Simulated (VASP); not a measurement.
Input of a VASP 6.6.1 run:

INCAR

```
SYSTEM = Al3Ru2N
PREC     = Accurate       ! precision mode
ENCUT    = 520            ! plane-wave cutoff, eV
EDIFF    = 1E-6           ! SCF threshold, eV
ISMEAR   = 0              ! smearing method
SIGMA    = 0.1            ! smearing width, eV
LREAL    = .FALSE.        ! projectors in reciprocal space
LASPH    = .TRUE.         ! aspherical terms in the spheres
NELM     = 60             ! most SCF steps
ALGO     = Normal         ! electronic algorithm
ISIF     = 2              ! what is computed and relaxed
LWAVE    = .FALSE.        ! write WAVECAR
LCHARG   = .TRUE.         ! write CHGCAR
GGA      = PE             ! functional
LELF     = .TRUE.         ! ELF
LVHAR    = .TRUE.       
NBANDS   = 30             ! bands
```

KPOINTS

```
regular mesh
0
G
  10 10 8
  0 0 0
```

The input POSCAR:

```
Al3Ru2N
1.0
    2.3954380215     -4.8998928496      0.0000000000
    2.3954380215      4.8998928496      0.0000000000
    0.0000000000      0.0000000000      4.4216651512
Al Ru N
3 2 1
Direct
    0.3219026236      0.6780973764      0.0000000000
    0.6780973764      0.3219026236      0.0000000000
    0.0000000000      0.0000000000      0.5000000000
    0.0000000000      0.5000000000      0.5000000000
    0.5000000000      0.0000000000      0.5000000000
    0.5000000000      0.5000000000      0.0000000000
```

Potentials or basis: VASP PAW PBE potentials, release 64 (Al, Ru_pv, N).

Run with:

```bash
$ cat potpaw_PBE.64/Al/POTCAR potpaw_PBE.64/Ru_pv/POTCAR potpaw_PBE.64/N/POTCAR > POTCAR
$ mpirun -np 1 vasp_std > vasp.out
```

Q: Estimate the band gap on the k mesh.

A: Zero (bands 21 and 22 overlap by 1.69 eV).

Q: Predict the pressure.

A: 0.0 GPa.

Q: Predict the largest force.

A: 0.021 eV/Å.

Forces on the atoms (eV/Å):
```
Al   0.000  0.021  0.000
Al   0.000 -0.021  0.000
Al   0.000  0.000  0.000
Ru   0.000  0.000  0.000
Ru   0.000  0.000  0.000
N    0.000  0.000  0.000
```
